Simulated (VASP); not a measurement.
Set up this calculation in VASP 6.6.1, as the native input.

| Item | Value |
| --- | --- |
| Task | single point |
| Functional | PBE |
| Potentials or basis | VASP PAW PBE potentials, release 64 (Li_sv, H) |
| Cutoff | 520 eV |
| k mesh | 12 × 12 × 8 |
| Occupations | gaussian, width 0.1 eV |
| Spin | no spin polarisation |
| Dipole correction | no |
| Further INCAR settings | ALGO = Normal; EDIFF = 1e-06; NBANDS = 16 |

The structure of Li2H7 lies in POSCAR:

```
Li2H7
1.0
    2.3435794174     -2.5382020174     -0.0318457815
    2.3435794174      2.5382020174     -0.0318457815
   -1.4691054894      0.0000000000      5.3920852373
Li H
2 7
Direct
    1.0346209260      1.0346209260      0.2999463481
   -0.0346209260     -0.0346209260      0.7000536519
    0.5000000000      0.0000000000      0.5000000000
    0.0000000000      0.5000000000      0.5000000000
    0.6535369568      0.8142331364      0.9627747745
    0.8142331364      0.6535369568      0.9627747745
    0.3464630432      0.1857668636      0.0372252255
    0.1857668636      0.3464630432      0.0372252255
    0.5000000000      0.5000000000      0.5000000000
```

The input as run:

INCAR

```
PREC = Accurate ; ENCUT = 520
EDIFF = 1E-6 ; ISMEAR = 0
SIGMA = 0.1 ; LREAL = F
LASPH = T ; NELM = 100
ALGO = Normal ; ISIF = 2
LWAVE = F ; LCHARG = F
GGA = PE ; NBANDS = 16
```

KPOINTS

```
regular mesh
0
Gamma
  12 12 8
```

Potentials or basis: VASP PAW PBE potentials, release 64 (Li_sv, H).

Run with:

```console
$ cat potpaw_PBE.64/Li_sv/POTCAR potpaw_PBE.64/H/POTCAR > POTCAR
$ mpirun -np 1 vasp_std > vasp.out
```

Results of the run:

| Property | Result |
| --- | --- |
| Largest force | 0.006 eV/Å |

It took 5 min on 1 thread of AMD EPYC 9R45 (Zen 5) (shared host), peak memory 0.31 GiB.
